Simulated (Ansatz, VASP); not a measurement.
**One calculation of La, two programs**

The input POSCAR:

```
La
1.0
    3.6993181115      0.0000000000      0.0000000000
   -1.8496590557      3.2037034612      0.0000000000
    0.0000000000      0.0000000000      5.9879629165
La
2
Direct
    0.6666666667      0.3333333333      0.7500000000
    0.3333333333      0.6666666667      0.2500000000
```

File INCAR.step1:

```
ALGO = Normal
EDIFF = 1E-4
ENCUT = 520
GGA = PE
ISMEAR = -1
LASPH = T
LCHARG = F
LREAL = F
LWAVE = T
NBANDS = 18
NELM = 100
PREC = Accurate
SIGMA = 0.05
```

Contents of INCAR.step2:

```
ALGO = Normal
EDIFF = 1E-6
ENCUT = 520
ISIF = 2
ISMEAR = -1
ISTART = 1
LASPH = T
LCHARG = T
LELF = T
LMIXTAU = T
LREAL = F
LVHAR = T
LWAVE = F
METAGGA = R2SCAN
NBANDS = 18
NELM = 100
PREC = Accurate
SIGMA = 0.05
```

KPOINTS

```
k-points
0
Gamma
  8 8 5
```

File input.yaml:

```yaml
crystal:
  lattice:
    - [3.6993181115, 0.0, 0.0]
    - [-1.8496590557, 3.2037034612, 0.0]
    - [0.0, 0.0, 5.9879629165]
  atoms:
    - { symbol: La, position: [0.6666666667, 0.3333333333, 0.75] }
    - { symbol: La, position: [0.3333333333, 0.6666666667, 0.25] }
hamiltonian:
  xc: r2scan
  pseudopotentials: { kind: paw }
kpoints:
  mp_grid: { grid: [8, 8, 5] }
scf:
  occupations: { method: fermi_dirac, width: 0.05 }
output:
  forces: true
  stress: true
  eigenvalues: true
  write_density: true
  write_potential: true
  elf: true
  volumetric_format: npy
```

Alike in both runs: task single point; functional r2SCAN; k mesh 8 × 8 × 5; occupations fermi-dirac, width 0.05 eV; no spin polarisation.

|  | VASP | Ansatz |
| --- | --- | --- |
| version | VASP 6.6.1 | Ansatz 0.2.0 |
| potentials or method | VASP PAW PBE potentials, release 64 (La) | Ansatz PAW |
| plane-wave cutoff (eV) | 520 | 500 |
| valence electrons in the cell | 22 | 22 |

Ansatz gave:

- gap on the k mesh at the Fermi level (eV): none
- pressure (GPa): 1.9
- traceless stress, the component that is largest in VASP (GPa): -0.56

Problem. Estimate VASP's values.

Solution. gap on the k mesh at the Fermi level (eV): none; pressure (GPa): 2.0; traceless stress, the component that is largest in VASP (GPa): -0.59.

VASP's potentials were made for PBE, not for r2SCAN. A gap of «none» marks a metal or a gap that the smearing closes.

Spin-orbit coupling is off throughout. Noted on Ansatz's run: the magnetic or orbital state may not be the lowest.
